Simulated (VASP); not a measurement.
# NaCl (Fm-3m) in VASP: further runs, part 2 of 2

VASP 6.6.1. The steps go on from the part before.

### 4 Single point, PBEsol

This run uses another cell than the first one, of 21.97 Å³/atom, 0.992 times its volume.

The input, INCAR:

```
ALGO = Normal
EDIFF = 1E-6
ENCUT = 500
GGA = PS
GGA_COMPAT = F
ISIF = 2
ISMEAR = 0
LASPH = T
LCHARG = T
LELF = T
LREAL = F
LVHAR = T
LWAVE = F
NBANDS = 14
NELM = 120
PREC = Accurate
SIGMA = 0.01
```

The input, KPOINTS:

```
k-points
0
Gamma
  8 8 8
```

The input, POSCAR:

```
NaCl
1.0
    0.0000000000      2.8007708028      2.8007708028
    2.8007708028      0.0000000000      2.8007708028
    2.8007708028      2.8007708028      0.0000000000
Na Cl
1 1
Direct
    0.0000000000      0.0000000000      0.0000000000
    0.5000000000      0.5000000000      0.5000000000
```

Potentials or basis: VASP PAW PBE potentials, release 64 (Na_pv, Cl).

Command:

```
$ cat potpaw_PBE.64/Na_pv/POTCAR potpaw_PBE.64/Cl/POTCAR > POTCAR
$ mpirun -np 1 vasp_std > vasp.out
```

OUTCAR:

```text
EDIFF = 1E-6
   ENCUT = 500
   GGA = PS
   ISIF = 2
   ISMEAR = 0
   LASPH = T
   LREAL = F
   NELM = 120
   PREC = Accurate

 ion  position               nearest neighbor table
   1  0.000  0.000  0.000-
   2  0.500  0.500  0.500-

  LATTYP: Found a face centered cubic cell.
 ALAT       =     5.6015416056

  Lattice vectors:

 A1 = (   0.0000000000,   2.8007708028,   2.8007708028)
 A2 = (   2.8007708028,   0.0000000000,   2.8007708028)
 A3 = (   2.8007708028,   2.8007708028,   0.0000000000)

[... 583 lines left out ...]
      9       8.8769      0.00000
     10       9.5136      0.00000
     11      11.0330      0.00000
     12      13.6626      0.00000
     13      14.9785      0.00000
     14      16.0589      0.00000

 [... further k-points ...]
[... 5 lines left out ...]
  --------------------------------------------------------------------------------------
  -------------------------------------------------------------------------------------
  Total        0.0009087      0.0009087      0.0009087     -0.0000000     -0.0000000      0.0000000
  in kB        0.0331327      0.0331327      0.0331327     -0.0000000     -0.0000000      0.0000000
  external PRESSURE =       0.0331327 kB  Pullay stress =       0.0000000 kB

 VOLUME and BASIS-vectors are now :
 -----------------------------------------------------------------------------
  energy-cutoff  :      500.00
  volume of cell :       43.94
      direct lattice vectors                 reciprocal lattice vectors
     0.000000000  2.800770803  2.800770803    -0.178522284  0.178522284  0.178522284
     2.800770803  0.000000000  2.800770803     0.178522284 -0.178522284  0.178522284
     2.800770803  2.800770803  0.000000000     0.178522284  0.178522284 -0.178522284

 POSITION                                       TOTAL-FORCE (eV/Angst)
 -----------------------------------------------------------------------------------
      0.00000      0.00000      0.00000         0.000000     -0.000000     -0.000000
      2.80077      2.80077      2.80077        -0.000000      0.000000      0.000000
 -----------------------------------------------------------------------------------
    total drift:                               -0.000000      0.000000      0.000000

  FREE ENERGIE OF THE ION-ELECTRON SYSTEM (eV)
  ---------------------------------------------------
  free  energy   TOTEN  =        -6.9982025662 eV

  energy  without entropy=       -6.9982025662  energy(sigma->0) =       -6.99820257
```

OSZICAR:

```text
N       E                     dE             d eps       ncg     rms          rms(c)
DAV:   1     0.997672371182E+02    0.99767E+02   -0.69974E+03   824   0.996E+02
DAV:   2     0.119312488608E+01   -0.98574E+02   -0.89740E+02   878   0.270E+02
DAV:   3    -0.701700638735E+01   -0.82101E+01   -0.81593E+01  1040   0.725E+01
DAV:   4    -0.715697918631E+01   -0.13997E+00   -0.13992E+00   932   0.102E+01
DAV:   5    -0.715986213429E+01   -0.28829E-02   -0.28828E-02  1076   0.149E+00    0.192E+00
DAV:   6    -0.700537944551E+01    0.15448E+00   -0.24902E-01  1010   0.349E+00    0.137E+00
DAV:   7    -0.699483793218E+01    0.10542E-01   -0.61415E-02  1086   0.163E+00    0.930E-01
DAV:   8    -0.699828189244E+01   -0.34440E-02   -0.74953E-03   932   0.793E-01    0.284E-01
DAV:   9    -0.699817645236E+01    0.10544E-03   -0.19517E-04  1016   0.107E-01    0.173E-01
DAV:  10    -0.699821133145E+01   -0.34879E-04   -0.26126E-04   980   0.105E-01    0.532E-02
DAV:  11    -0.699820323963E+01    0.80918E-05   -0.16159E-05  1022   0.313E-02    0.175E-02
DAV:  12    -0.699820256619E+01    0.67343E-06   -0.28471E-06   980   0.112E-02
   1 F= -.69982026E+01 E0= -.69982026E+01  d E =-.597605E-55
```

stdout:

```text
POSCAR found type information on POSCAR NaCl
 POSCAR found :  2 types and       2 ions
 scaLAPACK will be used
 -----------------------------------------------------------------------------
|                                                                             |
|                                                                             |
|     You enforced a specific xc type in the INCAR file but a different       |
|     I HOPE YOU KNOW WHAT YOU ARE DOING!                                     |
|                                                                             |
 -----------------------------------------------------------------------------

 LDA part: xc-table for (Slater+PW92), standard interpolation
 POSCAR, INCAR and KPOINTS ok, starting setup
 FFT: planning ... GRIDC
 FFT: planning ... GRID_SOFT
 FFT: planning ... GRID
 WAVECAR not read
 entering main loop
```

It took 24 s on 1 thread of Intel Xeon 8259CL, shared host; peak memory 0.16 GiB.

What came out:

| Property | Result |
| --- | --- |
| Free energy | -6.9982 eV |
| Pressure | 0.0 GPa |
| Band gap on the k mesh | 5.01 eV, direct |

Levels at points of the mesh, in eV from the valence-band top:
```csv
k point,band 5,band 6,band 7,band 8,band 9,band 10
"(0.00, 0.00, 0.00)",0.00,0.00,0.00,5.01,11.02,11.02
"(0.50, 0.00, 0.00)",-2.04,-0.28,-0.28,7.11,10.66,10.91
"(0.50, 0.50, 0.00)",-1.76,-0.63,-0.63,7.49,7.87,11.27
```

Caveat: the PAW data sets were made with another functional, which shifts forces and pressure a little. A hybrid or GW would open this gap; PBEsol tends to underestimate it.

### 5 Single point, PBEsol

This run uses another cell than the first one, of 21.97 Å³/atom, 0.992 times its volume.

The input, INCAR:

```
  ALGO = Normal
  EDIFF = 1E-6
  ENCUT = 500
  GGA = PS
  GGA_COMPAT = F
  ISIF = 2
  ISMEAR = 0
  LASPH = T
  LCHARG = F
  LREAL = F
  LWAVE = F
  NBANDS = 14
  NELM = 120
  PREC = Accurate
  SIGMA = 0.01
```

KPOINTS is that of step 4.

The input, POSCAR:

```
NaCl
1.0
    0.0000000000      2.8007688298      2.8007688298
    2.8007688298      0.0000000000      2.8007688298
    2.8007688298      2.8007688298      0.0000000000
Na Cl
1 1
Direct
    0.0000000000      0.0000000000      0.0000000000
    0.5000000000      0.5000000000      0.5000000000
```

Command:

```
$ cat potpaw_PBE.64/Na_pv/POTCAR potpaw_PBE.64/Cl/POTCAR > POTCAR
$ mpirun -np 1 vasp_std > vasp.out
```

It took 25 s on 1 thread of Intel Xeon 8259CL, shared host; peak memory 0.16 GiB.

The run converged. Its results:

| Item | Value |
| --- | --- |
| Free energy | -6.9982 eV |
| Pressure | 0.0 GPa |
| Band gap on the k mesh | 5.01 eV, direct |

Levels at points of the mesh, in eV from the valence-band top:
```csv
k point,band 3,band 4,band 5,band 6,band 7,band 8,band 9,band 10,band 11,band 12
"(0.00, 0.00, 0.00)",-20.61,-12.69,0.00,0.00,0.00,5.01,11.02,11.02,11.02,13.26
"(0.50, 0.00, 0.00)",-20.62,-12.32,-2.04,-0.28,-0.28,7.11,10.66,10.91,10.91,14.96
"(0.50, 0.50, 0.00)",-20.62,-12.27,-1.76,-0.63,-0.63,7.49,7.87,11.27,14.80,14.80
```

Caveat: the PAW data sets were made with another functional, which shifts forces and pressure a little.

### 6 Overview

| cell | cutoff (eV) | smearing | gap on the mesh (eV) | pressure (GPa) |
| --- | --- | --- | --- | --- |
| a = 3.972 Å, angles 60.0°, 2 atoms | 520 | gaussian 0.02 eV | 4.98 | -0.2 |
| a = 3.692 Å, angles 60.0°, 2 atoms | 500 | gaussian 0.01 eV | 5.95 | 9.1 |
| a = 3.961 Å, angles 60.0°, 2 atoms | 500 | gaussian 0.01 eV | 5.01 | 0.0 |

Alike in all rows: task single point; level PBEsol; potentials or basis VASP PAW PBE potentials, release 64 (Na_pv, Cl); no spin polarisation; k mesh 8 × 8 × 8.

Caveats: the PAW data sets were made with another functional, which shifts forces and pressure a little.

Absolute energies hang on the potentials; compare differences alone.
